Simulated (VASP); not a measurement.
# C (P6_3/mmc) in VASP: further runs

Runs on C. Level: PBE+D3(BJ). Tasks: single point.

Everything below comes from runs of VASP 6.6.1. Logs are shortened: lines on timing, memory, paths and dates and some standing lists are left out, and cuts for length are marked.

## (1) The cell of the first run

The structure is hexagonal, space group P6_3/mmc (No. 194). The conventional cell has a = 2.564 Å, b = 2.564 Å, c = 7.008 Å, α = 90.00°, β = 90.00°, γ = 120.00°. C (site symmetry -6m2) has 3 C at 1.48 Å within 2.0 Å. C (site symmetry -6m2) has 3 C at 1.48 Å within 2.0 Å.

## (2) Single point, PBE+D3(BJ) (strain +0.040 along x and y, +0.040 along z)

File INCAR:

```
SYSTEM = C
PREC = Accurate
ENCUT = 520
EDIFF = 1E-6
ISMEAR = 0
SIGMA = 0.15
LREAL = .False.
LASPH = .True.
NELM = 100
ALGO = Normal
ISIF = 2
LWAVE = .False.
LCHARG = .False.
GGA = PE
IVDW = 12
NBANDS = 16
```

File KPOINTS:

```
regular mesh
0
Gamma
  24 24 8
  0 0 0
```

File POSCAR:

```
C
1.0
    2.5635788521      0.0000000000      0.0000000000
   -1.2817894260      2.2201244105      0.0000000000
    0.0000000000      0.0000000000      7.0079699359
C
4
Direct
    0.0000000000      0.0000000000      0.0025000000
    0.0000000000      0.0000000000      0.5025000000
    0.3333333333      0.6666666667      0.0025000000
    0.6666666667      0.3333333333      0.5025000000
```

Potentials or basis: VASP PAW PBE potentials, release 64 (C).

The run is started by

```console
> cat potpaw_PBE.64/C/POTCAR > POTCAR
> mpirun -np 1 vasp_std > vasp.out
```

OUTCAR:

```text
SYSTEM = C
   PREC = Accurate
   ENCUT = 520
   EDIFF = 1E-6
   ISMEAR = 0
   LREAL = .False.
   LASPH = .True.
   NELM = 100
   ISIF = 2
   GGA = PE
   IVDW = 12
 IVDW          = 12

 ion  position               nearest neighbor table
   1  0.000  0.000  0.002-   3 1.48   3 1.48   3 1.48
   2  0.000  0.000  0.502-   4 1.48   4 1.48   4 1.48
   3  0.333  0.667  0.002-   1 1.48   1 1.48   1 1.48
   4  0.667  0.333  0.502-   2 1.48   2 1.48   2 1.48

  LATTYP: Found a hexagonal cell.
 ALAT       =     2.5635788521
 C/A-ratio  =     2.7336666201

  Lattice vectors:

 A1 = (   2.5635788521,   0.0000000000,   0.0000000000)
 A2 = (  -1.2817894260,   2.2201244105,   0.0000000000)
 A3 = (   0.0000000000,   0.0000000000,   7.0079699359)

Analysis of symmetry for initial positions (statically):
=====================================================================
 Subroutine PRICEL returns:
 Original cell was already a primitive cell.

 Routine SETGRP: Setting up the symmetry group for a
 hexagonal supercell.

 Subroutine GETGRP returns: Found 24 space group operations
 (whereof  6 operations were pure point group operations)
 out of a pool of 24 trial point group operations.

The static configuration has the point symmetry C_3v.
 The point group associated with its full space group is D_6h.

Analysis of symmetry for dynamics (positions and initial velocities):
=====================================================================
 Subroutine PRICEL returns:
 Original cell was already a primitive cell.

 Routine SETGRP: Setting up the symmetry group for a
 hexagonal supercell.

 Subroutine GETGRP returns: Found 24 space group operations
 (whereof  6 operations were pure point group operations)
 out of a pool of 24 trial point group operations.

The dynamic configuration has the point symmetry C_3v.
 The point group associated with its full space group is D_6h.

 Subroutine INISYM returns: Found 24 space group operations
 (whereof  6 operations are pure point group operations),
 and found     1 'primitive' translations

----------------------------------------------------------------------------------------

                                     Primitive cell

  volume of cell :      39.8856

  direct lattice vectors                    reciprocal lattice vectors
     2.563578852  0.000000000  0.000000000     0.390079673  0.225212604  0.000000000
    -1.281789426  2.220124410  0.000000000     0.000000000  0.450425208  0.000000000
     0.000000000  0.000000000  7.007969936     0.000000000  0.000000000  0.142694676

  length of vectors
     2.563578852  2.563578852  7.007969936     0.450425208  0.450425208  0.142694676

  position of ions in fractional coordinates (direct lattice)
     0.000000000  0.000000000  0.002500000
     0.000000000  0.000000000  0.502500000
     0.333333333  0.666666667  0.002500000
     0.666666667  0.333333333  0.502500000

  ion indices of the primitive-cell ions
   primitive index   ion index
                 1           1
                 2           2
                 3           3
                 4           4

----------------------------------------------------------------------------------------

 KPOINTS: regular mesh

Automatic generation of k-mesh.
 Grid dimensions read from file:
 generate k-points for:   24   24    8

 Generating k-lattice:

  Cartesian coordinates                     Fractional coordinates (reciprocal lattice)
     0.016253320  0.009383859  0.000000000     0.041666667  0.000000000  0.000000000
     0.000000000  0.018767717  0.000000000     0.000000000  0.041666667  0.000000000
     0.000000000  0.000000000  0.017836835     0.000000000  0.000000000  0.125000000

  Length of vectors
     0.018767717  0.018767717  0.017836835

  Shift w.r.t. Gamma in fractional coordinates (k-lattice)
     0.000000000  0.000000000  0.000000000

 Subroutine IBZKPT returns following result:
 ===========================================

 Found    305 irreducible k-points:

 Following reciprocal coordinates:
            Coordinates               Weight
  0.000000  0.000000  0.000000      1.000000
  0.041667  0.000000  0.000000      6.000000
  0.083333 -0.000000  0.000000      6.000000
  0.125000 -0.000000  0.000000      6.000000
  0.166667 -0.000000  0.000000      6.000000
  0.208333 -0.000000  0.000000      6.000000
[... 16 lines left out ...]
  0.416667  0.041667  0.000000     12.000000
  0.458333  0.041667  0.000000     12.000000
 [... further k-points ...]
   k-points           NKPTS =    305   k-points in BZ     NKDIM =    305   number of bands    NBANDS=     16
   number of dos      NEDOS =    301   number of ions     NIONS =      4
   total plane-waves  NPLWV =  21600
   dimension x,y,z NGX =    20 NGY =   20 NGZ =   54
   dimension x,y,z NGXF=    40 NGYF=   40 NGZF=  108
   ions per type =               4
   NGX,Y,Z   is equivalent  to a cutoff of  12.97, 12.97, 12.81 a.u.
   NGXF,Y,Z  is equivalent  to a cutoff of  25.94, 25.94, 25.62 a.u.
 SYSTEM =  C
   PREC   = accura    normal or accurate (medium, high low for compatibility)
   ISTART =      0    job   : 0-new  1-cont  2-samecut
   ICHARG =      2    charge: 1-file 2-atom 10-const
   ISPIN  =      1    spin polarized calculation?
   LNONCOLLINEAR =      F non collinear calculations
   LSORBIT =      F    spin-orbit coupling
   LASPH  =      T    aspherical Exc in radial PAW
   ENCUT  =  520.0 eV  38.22 Ry    6.18 a.u.   4.77  4.77 13.03*2*pi/ulx,y,z
   NELM   =    100;   NELMIN=  2; NELMDL= -5     # of ELM steps
   EDIFF  = 0.1E-05   stopping-criterion for ELM
   LREAL  =      F    real-space projection
   EDIFFG = 0.1E-04   stopping-criterion for IOM
   NSW    =      0    number of steps for IOM
   IBRION =     -1    ionic relax: 0-MD 1-quasi-New 2-CG
   NFREE  =      0    steps in history (QN), initial steepest desc. (CG)
   ISIF   =      2    stress and relaxation
   ISYM   =      2    0-nonsym 1-usesym 2-fastsym
   POTIM  = 0.5000    time-step for ionic-motion
   TEBEG  =    0.0;   TEEND  =   0.0 temperature during run
   PSTRESS=    0.0 pullay stress
   NELECT =      16.0000    total number of electrons
   NUPDOWN=      -1.0000    fix difference up-down
   EMIN   =  10.00;   EMAX   =-10.00  energy-range for DOS
   EFERMI =   0.00;   METHOD = LEGACY
   ISMEAR =     0;   SIGMA  =   0.15  broadening in eV -4-tet -1-fermi 0-gaus
   EFERMI_NEDOS =   21; number of points for ismear=-14 and -15
   IALGO  =     38    algorithm
   IMIX   =      4    mixing-type and parameters
     AMIX     =   0.40;   BMIX     =  1.00
     AMIX_MAG =   1.60;   BMIX_MAG =  1.00
  volume/ion in A,a.u.               =       9.97        67.29
  Fermi-wavevector in a.u.,A,eV,Ry     =   1.207377  2.281611 19.834005  1.457758
  Thomas-Fermi vector in A             =   2.343016
   LORBIT       =      0    0 simple, 1 ext, 2 COOP (PROOUT), +10 PAW based schemes
   GGA     = PE    functional components
   LHFCALC =     F    Hartree Fock is set to
   AEXX    =    0.0000 exact exchange contribution
   IVDW    =    12    specifies the selected vdW correction
   LEPSILON=     F    determine dielectric tensor
   LRPA    =     F    only Hartree local field effects (RPA)
 non-spin polarized calculation
 Gauss-broadening in eV      SIGMA  =   0.15
  energy-cutoff  :      520.00
  volume of cell :       39.89
 maximum number of plane-waves:      1095
 NGX is ok and might be reduce to    20
   NGX =  9   NGY =  9   NGZ = 27

 number of electron      16.0000000 magnetization

 Free energy of the ion-electron system (eV)
  ---------------------------------------------------
  ext. energy  EPLUGINS =         0.00000000
  ---------------------------------------------------
  free energy    TOTEN  =       -36.49908188 eV

  energy without entropy =      -36.49839618  energy(sigma->0) =      -36.49873903

 E-fermi :   3.6305     XC(G=0):  -9.7955

 val. band max:        3.6259802035   @ k =   0.3333   0.3333   0.5000
 cond. band min:       3.6308159189   @ k =   0.3333   0.3333   0.2500
 fundamental gap:      0.0048357155
 Fermi energy:         3.6305117577

 k-point     1 :       0.0000    0.0000    0.0000
  band No.  band energies     occupation
      1     -15.0637      2.00000
      2     -14.8383      2.00000
      3      -3.9785      2.00000
      4      -2.3410      2.00000
      5       0.5811      2.00000
      6       0.5811      2.00000
[... 8 lines left out ...]
     15      13.5616      0.00000
     16      13.6543      0.00000

 k-point     2 :       0.0417    0.0000    0.0000
  band No.  band energies     occupation
      1     -15.0251      2.00000
      2     -14.8003      2.00000
      3      -3.9328      2.00000
      4      -2.2983      2.00000
      5       0.4159      2.00000
      6       0.4339      2.00000
[... 8 lines left out ...]
     15      13.6119      0.00000
     16      13.6413      0.00000

 k-point     3 :       0.0833   -0.0000    0.0000
  band No.  band energies     occupation
      1     -14.9096      2.00000
      2     -14.6864      2.00000
      3      -3.7957      2.00000
      4      -2.1703      2.00000
      5      -0.0519      2.00000
      6      -0.0255      2.00000
[... 8 lines left out ...]
     15      13.3468      0.00000
     16      13.7118      0.00000

 k-point     4 :       0.1250   -0.0000    0.0000
  band No.  band energies     occupation
      1     -14.7174      2.00000
      2     -14.4970      2.00000
      3      -3.5682      2.00000
      4      -1.9583      2.00000
      5      -0.7567      2.00000
      6      -0.7191      2.00000
[... 8 lines left out ...]
     15      12.8028      0.00000
     16      13.8852      0.00000
[... 324 lines left out ...]
 k-point    22 :       0.3750    0.0417    0.0000
  band No.  band energies     occupation
      1     -11.6662      2.00000
      2     -11.4917      2.00000
      3      -7.1618      2.00000
      4      -7.0450      2.00000
      5      -2.3608      2.00000
      6      -2.3154      2.00000
[... 8 lines left out ...]
     15      16.7893      0.00000
     16      18.7580      0.00000

 k-point    23 :       0.4167    0.0417    0.0000
  band No.  band energies     occupation
      1     -10.9833      2.00000
      2     -10.8255      2.00000
      3      -8.0623      2.00000
      4      -7.9415      2.00000
      5      -2.5079      2.00000
      6      -2.4617      2.00000
[... 8 lines left out ...]
     15      16.5474      0.00000
     16      18.2522      0.00000

 k-point    24 :       0.4583    0.0417    0.0000
  band No.  band energies     occupation
      1     -10.3662      2.00000
      2     -10.2523      2.00000
      3      -8.7571      2.00000
      4      -8.6638      2.00000
      5      -2.5821      2.00000
      6      -2.5357      2.00000
[... 8 lines left out ...]
     15      16.8432      0.00000
     16      17.9036      0.00000

 [... further k-points ...]

------------------------ aborting loop because EDIFF is reached ----------------------------------------

 Edisp (eV)   -0.57045

 E8    (eV) :    -0.1609

  FORCE on cell =-STRESS in cart. coord.  units (eV):
  Direction    XX          YY          ZZ          XY          YZ          ZX
  --------------------------------------------------------------------------------------
  -------------------------------------------------------------------------------------
  Total      -9.94653    -9.94653    -0.18473    -0.00000     0.00000     0.00000
  in kB    -399.54512  -399.54512    -7.42033    -0.00000     0.00000     0.00000
  external pressure =     -268.84 kB  Pullay stress =        0.00 kB

 VOLUME and BASIS-vectors are now :
 -----------------------------------------------------------------------------
  energy-cutoff  :      520.00
  volume of cell :       39.89
      direct lattice vectors                 reciprocal lattice vectors
     2.563578852  0.000000000  0.000000000     0.390079673  0.225212604  0.000000000
    -1.281789426  2.220124410  0.000000000     0.000000000  0.450425208  0.000000000
     0.000000000  0.000000000  7.007969936     0.000000000  0.000000000  0.142694676

 POSITION                                       TOTAL-FORCE (eV/Angst)
 -----------------------------------------------------------------------------------
      0.00000      0.00000      0.01752        -0.000000      0.000000      0.000000
      0.00000      0.00000      3.52150         0.000000     -0.000000      0.000000
     -0.00000      1.48008      0.01752         0.000000      0.000000      0.000000
      1.28179      0.74004      3.52150        -0.000000      0.000000      0.000000
 -----------------------------------------------------------------------------------
    total drift:                                0.000000      0.000000     -0.000007

  FREE ENERGIE OF THE ION-ELECTRON SYSTEM (eV)
  ---------------------------------------------------
  free  energy   TOTEN  =       -37.0695277295 eV

  energy  without entropy=      -37.0688420279  energy(sigma->0) =      -37.06918488
```

It took 3.1 min on 1 thread of Intel Xeon 8259CL, shared host; peak memory 0.27 GiB.

Results:

| Item | Value |
| --- | --- |
| Free energy | -37.0695 eV |
| Pressure | -26.9 GPa |
| Band gap on the k mesh | zero (bands 8 and 9 overlap by 0.02 eV) |
| Dispersion energy per atom | -0.143 eV |

Stress tensor (GPa, compression positive):
```
-39.95   0.00   0.00
  0.00 -39.95   0.00
  0.00   0.00  -0.74
```

Caveat: the cell differs from its parent crystal (strain +0.040 along x and y, +0.040 along z); the stress differs along the axes, from -40 to -1 GPa.

(Continued in part 2 of 2.)
